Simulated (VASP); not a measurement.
# Al3BP4 (P-43m) in VASP: single point with PBE+D3(BJ)

Aim: the single point of Al3BP4 with PBE+D3(BJ).

Program: VASP 6.6.1. These are calculated values, not measurements. Logs are shortened: lines on timing, memory, paths and dates and some standing lists are left out, and cuts for length are marked.

## (1) The cell of the first run

Symmetry: P-43m, No. 215, cubic system. The conventional cell has a = 5.277 Å, b = 5.277 Å, c = 5.277 Å, α = 90.00°, β = 90.00°, γ = 90.00°. Al (site symmetry -42m) has 4 P at 2.37 Å within 3.1 Å. Within 2.7 Å of B (site symmetry -43m) lie 4 P at 2.06 Å. Within 2.7 Å of P (site symmetry 3m) lie 1 B at 2.06 Å and 3 Al at 2.37 Å.

## (2) Single point, PBE+D3(BJ)

Input file INCAR:

```
SYSTEM = Al3BP4
  ALGO = Normal
  EDIFF = 1E-6
  ENCUT = 500
  GGA = PE
  GGA_COMPAT = .FALSE.
  ISIF = 2
  ISMEAR = 0
  ISYM = 0
  IVDW = 12
  LASPH = .TRUE.
  LCHARG = .FALSE.
  LREAL = .FALSE.
  LWAVE = .FALSE.
  NBANDS = 26
  NELM = 120
  PREC = Accurate
  SIGMA = 0.02
```

Input file KPOINTS:

```
k-points
0
G
  6 6 6
  0 0 0
```

Input file POSCAR:

```
Al3BP4
1.0
    5.2766422222      0.0000000000      0.0000000000
    0.0000000000      5.2766422222      0.0000000000
    0.0000000000      0.0000000000      5.2766422222
Al B P
3 1 4
Direct
    0.5000000000      0.0000000000      0.5000000000
    0.5000000000      0.5000000000      0.0000000000
    0.0000000000      0.5000000000      0.5000000000
    0.0000000000      0.0000000000      0.0000000000
    0.2259145089      0.7740854911      0.7740854911
    0.2259145089      0.2259145089      0.2259145089
    0.7740854911      0.7740854911      0.2259145089
    0.7740854911      0.2259145089      0.7740854911
```

Potentials or basis: VASP PAW PBE potentials, release 64 (Al, B, P).

The run is started by

```bash
cat potpaw_PBE.64/Al/POTCAR potpaw_PBE.64/B/POTCAR potpaw_PBE.64/P/POTCAR > POTCAR
mpirun -np 1 vasp_std > vasp.out
```

OUTCAR:

```text
SYSTEM = Al3BP4
   EDIFF = 1E-6
   ENCUT = 500
   GGA = PE
   ISIF = 2
   ISMEAR = 0
   ISYM = 0
   IVDW = 12
   LASPH = .TRUE.
   LREAL = .FALSE.
   NELM = 120
   PREC = Accurate
 IVDW          = 12

 ion  position               nearest neighbor table
   1  0.500  0.000  0.500-   5 2.37   6 2.37   7 2.37   8 2.37
   2  0.500  0.500  0.000-   5 2.37   6 2.37   7 2.37   8 2.37
   3  0.000  0.500  0.500-   5 2.37   6 2.37   7 2.37   8 2.37
   4  0.000  0.000  0.000-   5 2.06   6 2.06   7 2.06   8 2.06
   5  0.226  0.774  0.774-   4 2.06   2 2.37   3 2.37   1 2.37
   6  0.226  0.226  0.226-   4 2.06   2 2.37   3 2.37   1 2.37
   7  0.774  0.774  0.226-   4 2.06   2 2.37   3 2.37   1 2.37
   8  0.774  0.226  0.774-   4 2.06   2 2.37   3 2.37   1 2.37

IMPORTANT INFORMATION: All symmetrisations will be switched off!
NOSYMM: (Re-)initialisation of all symmetry stuff for point group C_1.

----------------------------------------------------------------------------------------

                                     Primitive cell

  volume of cell :     146.9173

  direct lattice vectors                    reciprocal lattice vectors
     5.276642222  0.000000000  0.000000000     0.189514460  0.000000000  0.000000000
     0.000000000  5.276642222  0.000000000     0.000000000  0.189514460  0.000000000
     0.000000000  0.000000000  5.276642222     0.000000000  0.000000000  0.189514460

  length of vectors
     5.276642222  5.276642222  5.276642222     0.189514460  0.189514460  0.189514460

  position of ions in fractional coordinates (direct lattice)
     0.500000000  0.000000000  0.500000000
     0.500000000  0.500000000  0.000000000
     0.000000000  0.500000000  0.500000000
     0.000000000  0.000000000  0.000000000
     0.225914509  0.774085491  0.774085491
     0.225914509  0.225914509  0.225914509
     0.774085491  0.774085491  0.225914509
     0.774085491  0.225914509  0.774085491

  ion indices of the primitive-cell ions
   primitive index   ion index
                 1           1
                 2           2
                 3           3
                 4           4
                 5           5
                 6           6
                 7           7
                 8           8

----------------------------------------------------------------------------------------

 KPOINTS: k-points

Automatic generation of k-mesh.
 Grid dimensions read from file:
 generate k-points for:    6    6    6

 Generating k-lattice:

  Cartesian coordinates                     Fractional coordinates (reciprocal lattice)
     0.031585743  0.000000000  0.000000000     0.166666667  0.000000000  0.000000000
     0.000000000  0.031585743  0.000000000     0.000000000  0.166666667  0.000000000
     0.000000000  0.000000000  0.031585743     0.000000000  0.000000000  0.166666667

  Length of vectors
     0.031585743  0.031585743  0.031585743

  Shift w.r.t. Gamma in fractional coordinates (k-lattice)
     0.000000000  0.000000000  0.000000000

 Subroutine IBZKPT returns following result:
 ===========================================

 Found    112 irreducible k-points:

 Following reciprocal coordinates:
            Coordinates               Weight
  0.000000  0.000000  0.000000      1.000000
  0.166667  0.000000  0.000000      2.000000
  0.000000  0.166667  0.000000      2.000000
  0.000000  0.000000  0.166667      2.000000
  0.333333  0.000000  0.000000      2.000000
  0.000000  0.333333  0.000000      2.000000
[... 16 lines left out ...]
  0.000000 -0.333333  0.166667      2.000000
 -0.166667  0.000000  0.333333      2.000000
 [... further k-points ...]
   k-points           NKPTS =    112   k-points in BZ     NKDIM =    112   number of bands    NBANDS=     26
   number of dos      NEDOS =    301   number of ions     NIONS =      8
   total plane-waves  NPLWV =  64000
   dimension x,y,z NGX =    40 NGY =   40 NGZ =   40
   dimension x,y,z NGXF=    80 NGYF=   80 NGZF=   80
   ions per type =               3   1   4
   NGX,Y,Z   is equivalent  to a cutoff of  12.60, 12.60, 12.60 a.u.
   NGXF,Y,Z  is equivalent  to a cutoff of  25.20, 25.20, 25.20 a.u.
 SYSTEM =  Al3BP4
   PREC   = accura    normal or accurate (medium, high low for compatibility)
   ISTART =      0    job   : 0-new  1-cont  2-samecut
   ICHARG =      2    charge: 1-file 2-atom 10-const
   ISPIN  =      1    spin polarized calculation?
   LNONCOLLINEAR =      F non collinear calculations
   LSORBIT =      F    spin-orbit coupling
   LASPH  =      T    aspherical Exc in radial PAW
   ENCUT  =  500.0 eV  36.75 Ry    6.06 a.u.   9.62  9.62  9.62*2*pi/ulx,y,z
   NELM   =    120;   NELMIN=  2; NELMDL= -5     # of ELM steps
   EDIFF  = 0.1E-05   stopping-criterion for ELM
   LREAL  =      F    real-space projection
   EDIFFG = 0.1E-04   stopping-criterion for IOM
   NSW    =      0    number of steps for IOM
   IBRION =     -1    ionic relax: 0-MD 1-quasi-New 2-CG
   NFREE  =      0    steps in history (QN), initial steepest desc. (CG)
   ISIF   =      2    stress and relaxation
   ISYM   =      0    0-nonsym 1-usesym 2-fastsym
   POTIM  = 0.5000    time-step for ionic-motion
   TEBEG  =    0.0;   TEEND  =   0.0 temperature during run
   PSTRESS=    0.0 pullay stress
   NELECT =      32.0000    total number of electrons
   NUPDOWN=      -1.0000    fix difference up-down
   EMIN   =  10.00;   EMAX   =-10.00  energy-range for DOS
   EFERMI =   0.00;   METHOD = LEGACY
   ISMEAR =     0;   SIGMA  =   0.02  broadening in eV -4-tet -1-fermi 0-gaus
   EFERMI_NEDOS =   21; number of points for ismear=-14 and -15
   IALGO  =     38    algorithm
   IMIX   =      4    mixing-type and parameters
     AMIX     =   0.40;   BMIX     =  1.00
     AMIX_MAG =   1.60;   BMIX_MAG =  1.00
  volume/ion in A,a.u.               =      18.36       123.93
  Fermi-wavevector in a.u.,A,eV,Ry     =   0.984995  1.861370 13.200567  0.970214
  Thomas-Fermi vector in A             =   2.116269
   LORBIT       =      0    0 simple, 1 ext, 2 COOP (PROOUT), +10 PAW based schemes
   GGA     = PE    functional components
   LHFCALC =     F    Hartree Fock is set to
   AEXX    =    0.0000 exact exchange contribution
   IVDW    =    12    specifies the selected vdW correction
   LEPSILON=     F    determine dielectric tensor
   LRPA    =     F    only Hartree local field effects (RPA)
 non-spin polarized calculation
 Gauss-broadening in eV      SIGMA  =   0.02
  energy-cutoff  :      500.00
  volume of cell :      146.92
 maximum number of plane-waves:      3771
 NGX is ok and might be reduce to    40
   NGX = 19   NGY = 19   NGZ = 19

 number of electron      32.0000002 magnetization

 Free energy of the ion-electron system (eV)
  ---------------------------------------------------
  ext. energy  EPLUGINS =         0.00000000
  ---------------------------------------------------
  free energy    TOTEN  =       -42.77311879 eV

  energy without entropy =      -42.77311879  energy(sigma->0) =      -42.77311879

 E-fermi :   5.2705     XC(G=0):  -9.4887

 val. band max:        5.1737635817   @ k =   0.0000   0.0000   0.0000
 cond. band min:       6.2108140837   @ k =   0.5000   0.5000   0.5000
 fundamental gap:      1.0370505020
 Fermi energy:         5.2704570970

 k-point     1 :       0.0000    0.0000    0.0000
  band No.  band energies     occupation
      1      -7.3262      2.00000
      2      -4.3859      2.00000
      3      -4.3859      2.00000
      4      -4.3859      2.00000
      5      -2.1199      2.00000
      6      -0.3611      2.00000
[... 18 lines left out ...]
     25       9.2188      0.00000
     26       9.2188      0.00000

 k-point     2 :       0.1667    0.0000    0.0000
  band No.  band energies     occupation
      1      -7.2225      2.00000
      2      -4.7554      2.00000
      3      -4.3680      2.00000
      4      -4.3680      2.00000
      5      -1.8876      2.00000
      6      -0.2555      2.00000
[... 18 lines left out ...]
     25       9.6491      0.00000
     26       9.6491      0.00000

 k-point     3 :       0.0000    0.1667    0.0000
  band No.  band energies     occupation
      1      -7.2225      2.00000
      2      -4.7554      2.00000
      3      -4.3680      2.00000
      4      -4.3680      2.00000
      5      -1.8876      2.00000
      6      -0.2555      2.00000
[... 18 lines left out ...]
     25       9.6491      0.00000
     26       9.6491      0.00000

 k-point     4 :       0.0000    0.0000    0.1667
  band No.  band energies     occupation
      1      -7.2225      2.00000
      2      -4.7554      2.00000
      3      -4.3680      2.00000
      4      -4.3680      2.00000
      5      -1.8876      2.00000
      6      -0.2555      2.00000
[... 18 lines left out ...]
     25       9.6491      0.00000
     26       9.6491      0.00000

 k-point     5 :       0.3333    0.0000    0.0000
  band No.  band energies     occupation
      1      -6.9368      2.00000
      2      -5.4307      2.00000
      3      -4.3314      2.00000
      4      -4.3314      2.00000
      5      -1.5620      2.00000
      6       0.0246      2.00000
[... 18 lines left out ...]
     25      10.5736      0.00000
     26      10.5736      0.00000

 k-point     6 :       0.0000    0.3333    0.0000
  band No.  band energies     occupation
      1      -6.9368      2.00000
      2      -5.4307      2.00000
      3      -4.3314      2.00000
      4      -4.3314      2.00000
      5      -1.5620      2.00000
      6       0.0246      2.00000
[... 427 lines left out ...]
 k-point    21 :      -0.3333    0.0000    0.1667
  band No.  band energies     occupation
      1      -6.8413      2.00000
      2      -5.3618      2.00000
      3      -4.6012      2.00000
      4      -4.3836      2.00000
      5      -1.3612      2.00000
      6       0.0302      2.00000
[... 18 lines left out ...]
     25      10.5368      0.00000
     26      10.8186      0.00000

 k-point    22 :       0.0000    0.1667    0.3333
  band No.  band energies     occupation
      1      -6.8413      2.00000
      2      -5.3618      2.00000
      3      -4.6012      2.00000
      4      -4.3836      2.00000
      5      -1.3612      2.00000
      6       0.0302      2.00000
[... 18 lines left out ...]
     25      10.5368      0.00000
     26      10.8186      0.00000

 k-point    23 :       0.0000   -0.3333    0.1667
  band No.  band energies     occupation
      1      -6.8413      2.00000
      2      -5.3618      2.00000
      3      -4.6012      2.00000
      4      -4.3836      2.00000
      5      -1.3612      2.00000
      6       0.0302      2.00000
[... 18 lines left out ...]
     25      10.5368      0.00000
     26      10.8186      0.00000

 k-point    24 :      -0.1667    0.0000    0.3333
  band No.  band energies     occupation
      1      -6.8413      2.00000
      2      -5.3618      2.00000
      3      -4.6012      2.00000
      4      -4.3836      2.00000
      5      -1.3612      2.00000
      6       0.0302      2.00000
[... 18 lines left out ...]
     25      10.5368      0.00000
     26      10.8186      0.00000

 [... further k-points ...]

------------------------ aborting loop because EDIFF is reached ----------------------------------------

 Edisp (eV)   -2.44035

 E8    (eV) :    -0.9874

  FORCE on cell =-STRESS in cart. coord.  units (eV):
  Direction    XX          YY          ZZ          XY          YZ          ZX
  --------------------------------------------------------------------------------------
  -------------------------------------------------------------------------------------
  Total      -2.68319    -2.68319    -2.68319    -0.00000    -0.00000    -0.00000
  in kB     -29.26097   -29.26097   -29.26096    -0.00003    -0.00001    -0.00001
  external pressure =      -29.26 kB  Pullay stress =        0.00 kB

 VOLUME and BASIS-vectors are now :
 -----------------------------------------------------------------------------
  energy-cutoff  :      500.00
  volume of cell :      146.92
      direct lattice vectors                 reciprocal lattice vectors
     5.276642222  0.000000000  0.000000000     0.189514460  0.000000000  0.000000000
     0.000000000  5.276642222  0.000000000     0.000000000  0.189514460  0.000000000
     0.000000000  0.000000000  5.276642222     0.000000000  0.000000000  0.189514460

 POSITION                                       TOTAL-FORCE (eV/Angst)
 -----------------------------------------------------------------------------------
      2.63832      0.00000      2.63832         0.000000     -0.000000     -0.000000
      2.63832      2.63832      0.00000         0.000000     -0.000001      0.000000
      0.00000      2.63832      2.63832        -0.000000     -0.000001     -0.000000
      0.00000      0.00000      0.00000        -0.000000     -0.000000      0.000000
      1.19207      4.08457      4.08457         0.007088     -0.007088     -0.007088
      1.19207      1.19207      1.19207         0.007090      0.007091      0.007089
      4.08457      4.08457      1.19207        -0.007089     -0.007090      0.007090
      4.08457      1.19207      4.08457        -0.007089      0.007089     -0.007090
 -----------------------------------------------------------------------------------
    total drift:                               -0.000000      0.000004      0.000000

  FREE ENERGIE OF THE ION-ELECTRON SYSTEM (eV)
  ---------------------------------------------------
  free  energy   TOTEN  =       -45.2134642370 eV

  energy  without entropy=      -45.2134642370  energy(sigma->0) =      -45.21346424
```

It took 9.2 min on 1 thread of Intel Xeon 8259CL, shared host; peak memory 0.48 GiB.

Results:

- Free energy: -45.2135 eV
- Pressure: -2.9 GPa
- Largest force: 0.012 eV/Å
- Band gap on the k mesh: 1.04 eV (least direct gap 1.42 eV)
- Dispersion energy per atom: -0.305 eV

Forces in eV/Å, atoms in the order of the input:
```
Al   0.000  0.000  0.000
Al   0.000  0.000  0.000
Al   0.000  0.000  0.000
B    0.000  0.000  0.000
P    0.007 -0.007 -0.007
P    0.007  0.007  0.007
P   -0.007 -0.007  0.007
P   -0.007  0.007 -0.007
```

Levels at points of the mesh, in eV from the valence-band top:
```tsv
k point	band 13	band 14	band 15	band 16	band 17	band 18	band 19	band 20
(0.00, 0.00, 0.00)	-2.24	0.00	0.00	0.00	1.42	1.42	1.42	1.51
(0.50, 0.00, 0.00)	-1.92	-1.92	-1.05	-1.05	1.91	2.40	3.76	4.13
(0.00, 0.50, 0.00)	-1.92	-1.92	-1.05	-1.05	1.91	2.40	3.76	4.13
(0.00, 0.00, 0.50)	-1.92	-1.92	-1.05	-1.05	1.91	2.40	3.76	4.13
(0.50, 0.50, 0.00)	-1.48	-1.48	-1.00	-0.47	2.58	2.76	3.91	3.91
(0.00, 0.50, 0.50)	-1.48	-1.48	-1.00	-0.47	2.58	2.76	3.91	3.91
(0.50, 0.00, 0.50)	-1.48	-1.48	-1.00	-0.47	2.58	2.76	3.91	3.91
(0.50, 0.50, 0.50)	-0.74	-0.74	-0.57	-0.57	1.04	2.97	2.97	2.97
```

A k mesh can miss the band edges.
